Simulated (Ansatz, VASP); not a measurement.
**Two plane-wave programs on Rb3H**

```xyz
4
Lattice="4.5884 0.0000 0.0000 -2.2942 3.9736 0.0000 0.0000 0.0000 12.2488" Properties=species:S:1:pos:R:3 pbc="T T T"
Rb    0.0000    0.0000    0.0000
Rb    0.0000    2.6491    4.3965
Rb    2.2942    1.3245    7.8523
H     0.0000    0.0000    6.1244
```

Alike in both runs: task single point; functional r2SCAN; k mesh 12 × 12 × 4; occupations gaussian, width 0.1 eV; no spin polarisation.

|  | VASP | Ansatz |
| --- | --- | --- |
| version | VASP 6.6.1 | Ansatz 0.2.0 |
| potentials or method | VASP PAW PBE potentials, release 64 (Rb_sv, H), cutoff 550 eV | scalar-relativistic, plane waves, PAW |
| valence electrons in the cell | 28 | 28 |

|  | VASP | Ansatz | Ansatz less VASP |
| --- | --- | --- | --- |
| gap on the k mesh at the Fermi level (eV) | none | none | - |
| pressure (GPa) | 0.0 | 0.0 | 0.00 |
| traceless stress, the component that is largest in VASP (GPa) | 0.06 | 0.06 | 0.000 |
| rms of the force components (eV/Å) | 0.019 | 0.020 | +0.0004 |

VASP's potentials were made for PBE, not for r2SCAN. Atom by atom the forces differ by 0.000 eV/Å (rms over components). A gap of «none» marks a metal or a gap that the smearing closes.
